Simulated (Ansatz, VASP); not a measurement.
## Ru in VASP and in Ansatz

INCAR

```
  PREC = Accurate
  ENCUT = 500
  EDIFF = 1E-6
  ISMEAR = 0
  SIGMA = 0.15
  LREAL = False
  LASPH = True
  NELM = 120
  ALGO = Normal
  ISIF = 2
  LWAVE = False
  LCHARG = False
  GGA = PE
  NBANDS = 21
  GGA_COMPAT = False
```

The input KPOINTS:

```
Automatic mesh
0
Gamma
  24 24 12
```

The input POSCAR:

```
Ru
1.0
    2.7057993342      0.0000000000      0.0000000000
   -1.3528996671      2.3432909610      0.0000000000
    0.0000000000      0.0000000000      4.2819000000
Ru
2
Direct
    0.2544666351      0.7306792039      0.2500000000
    0.6666666667      0.3333333333      0.7500000000
```

Input for Ansatz:

```yaml
crystal:
  lattice:
    - [2.7057993342, 0.0, 0.0]
    - [-1.3528996671, 2.343290961, 0.0]
    - [0.0, 0.0, 4.2819]
  atoms:
    - { symbol: Ru, position: [0.2544666351, 0.7306792039, 0.25] }
    - { symbol: Ru, position: [0.6666666667, 0.3333333333, 0.75] }
basis:
  ecutwfc: 420
kpoints:
  mp_grid: { grid: [24, 24, 12] }
hamiltonian:
  xc: pbe
scf:
  occupations: { method: gaussian, width: 0.15 }
output:
  forces: true
  stress: true
  eigenvalues: true
```

Alike in both runs: task single point; functional PBE; k mesh 24 × 24 × 12; occupations gaussian, width 0.15 eV; no spin polarisation.

|  | VASP | Ansatz |
| --- | --- | --- |
| version | VASP 6.6.1 | Ansatz 0.2.0 |
| potentials or method | VASP PAW PBE potentials, release 64 (Ru_pv), cutoff 500 eV | scalar-relativistic, plane waves, PAW |
| valence electrons in the cell | 28 | 32 |

|  | VASP | Ansatz | Ansatz less VASP |
| --- | --- | --- | --- |
| gap on the k mesh at the Fermi level (eV) | none | none | - |
| pressure (GPa) | 9.3 | 9.3 | +0.03 |
| traceless stress, the component that is largest in VASP (GPa) | 6.80 | 6.78 | -0.025 |
| rms of the force components (eV/Å) | 1.357 | 1.359 | +0.0026 |

Atom by atom the forces differ by 0.003 eV/Å (rms over components). A gap of «none» marks a metal or a gap that the smearing closes. VASP's potentials hold 28 valence electrons a cell and Ansatz's 32, so a difference there can come from the potentials and not from the codes.
